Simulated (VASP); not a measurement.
Runs of VASP 6.6.1 on Rh. The structure is that of space group P6_3/mmc (No. 194), or close to it. The cells are those of the table. This isn't the form of Rh at room conditions, which is fcc.

```csv
cell,further INCAR settings,gap on the mesh (eV),pressure (GPa)
"a = 2.690, b = 2.690, c = 4.428 Å, angles 90.0, 90.0, 120.0°, 2 atoms",ALGO = Fast; EDIFF = 1e-06; NBANDS = 22,none,-6.4
"a = 2.690, b = 2.690, c = 4.495 Å, angles 90.0, 90.0, 120.0°, 2 atoms",ALGO = Fast; EDIFF = 1e-07; NBANDS = 22,none,-10.0
"a = 2.731, b = 2.731, c = 4.296 Å, angles 90.0, 90.0, 120.0°, 2 atoms",ALGO = Fast; EDIFF = 1e-06; NBANDS = 22,none,(a)
"a = 2.649, b = 2.649, c = 4.495 Å, angles 90.0, 90.0, 120.0°, 2 atoms",ALGO = Fast; EDIFF = 1e-07; NBANDS = 22,none,(d)
"a = 2.649, b = 2.649, c = 4.362 Å, angles 90.0, 90.0, 120.0°, 2 atoms",ALGO = Fast; EDIFF = 1e-07; NBANDS = 22,none,6.9
"a = 2.649, b = 2.649, c = 4.561 Å, angles 90.0, 90.0, 120.0°, 2 atoms",ALGO = Fast; EDIFF = 1e-07; NBANDS = 22,none,(b)
"a = 2.649, b = 2.649, c = 4.296 Å, angles 90.0, 90.0, 120.0°, 2 atoms",ALGO = Fast; EDIFF = 1e-06; NBANDS = 22,none,12.1
"a = 2.690, b = 2.690, c = 4.296 Å, angles 90.0, 90.0, 120.0°, 2 atoms",ALGO = Fast; EDIFF = 1e-07; NBANDS = 22,none,2.1
"a = 2.690, b = 2.690, c = 4.362 Å, angles 90.0, 90.0, 120.0°, 2 atoms",ALGO = Fast; EDIFF = 1e-06; NBANDS = 22,none,(c)
"a = 2.649, b = 2.649, c = 4.428 Å, angles 90.0, 90.0, 120.0°, 2 atoms",ALGO = Fast; EDIFF = 1e-06; NBANDS = 22,none,2.3
"a = 2.731, b = 2.731, c = 4.362 Å, angles 90.0, 90.0, 120.0°, 2 atoms",ALGO = Fast; EDIFF = 1e-06; NBANDS = 22,none,-10.2
```

Alike in all rows: task single point; level PBEsol; potentials or basis VASP PAW PBE potentials, release 64 (Rh_pv); no spin polarisation; k mesh 18 × 18 × 12; cutoff (eV) 520; smearing gaussian 0.15 eV.

Q: Fill in the values left out.

A: (a) -6.1; (b) -5.2; (c) -2.5; (d) -1.7.

Caveats: the PAW data sets were made with another functional, which shifts forces and pressure a little; the stress differs along the axes, from -10 to -4 GPa (at least some runs); the stress differs along the axes, from -16 to -7 GPa (at least some runs); the stress differs along the axes, from -8 to -2 GPa (at least some runs); the stress differs along the axes, from -11 to 3 GPa (at least some runs); the stress differs along the axes, from 3 to 9 GPa (at least some runs); the stress differs along the axes, from -17 to 1 GPa (at least some runs).

A k mesh can miss the band edges, and the runs leave out spin-orbit coupling on Rh.

A gap of «none» marks levels without a gap at the run's occupations.
